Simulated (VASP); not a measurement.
Here is a VASP 6.6.1 calculation.

File INCAR:

```
SYSTEM = Pb
PREC = Accurate
ENCUT = 600
EDIFF = 1E-6
ISMEAR = -1
SIGMA = 0.05
LREAL = .False.
LASPH = .True.
NELM = 60
ALGO = Normal
ISIF = 3
LWAVE = .False.
LCHARG = .False.
GGA = CA
IBRION = 2
NSW = 45
EDIFFG = -0.005
```

Contents of KPOINTS:

```
Automatic mesh
0
Gamma
  14 14 8
  0 0 0
```

POSCAR

```
Pb
1.0
    3.4166622486      0.0000000000      0.0000000000
   -1.7083311243      2.9589163035      0.0000000000
    0.0000000000      0.0000000000      5.7041585689
Pb
2
Direct
    0.3333333333      0.6666666667      0.2500000000
    0.6666666667      0.3333333333      0.7500000000
```

Potentials or basis: VASP PAW LDA potentials, release 64 (Pb_d).

The run is started by

```console
$ cat potpaw_LDA.64/Pb_d/POTCAR > POTCAR
$ mpirun -np 1 vasp_std > vasp.out
```

Problem. Estimate the relaxed volume.

Solution. 28.88 Å³/atom.

Problem. What does it give for the band gap on the k mesh?

Solution. Zero (bands 14 and 15 overlap by 7.91 eV).

Problem. What does it give for the relaxed cell?

Solution. a = 3.418 Å, b = 3.418 Å, c = 5.708 Å, α = 90.00°, β = 90.00°, γ = 120.00°.

Final structure:
```xyz
2
Lattice="3.4185 0.0000 0.0000 -1.7092 2.9605 0.0000 0.0000 0.0000 5.7081" Properties=species:S:1:pos:R:3 pbc="T T T"
Pb    0.0000    1.9737    1.4270
Pb    1.7092    0.9868    4.2811
```

Caveat: spin-orbit coupling is left out, which moves the levels of the heavy elements.
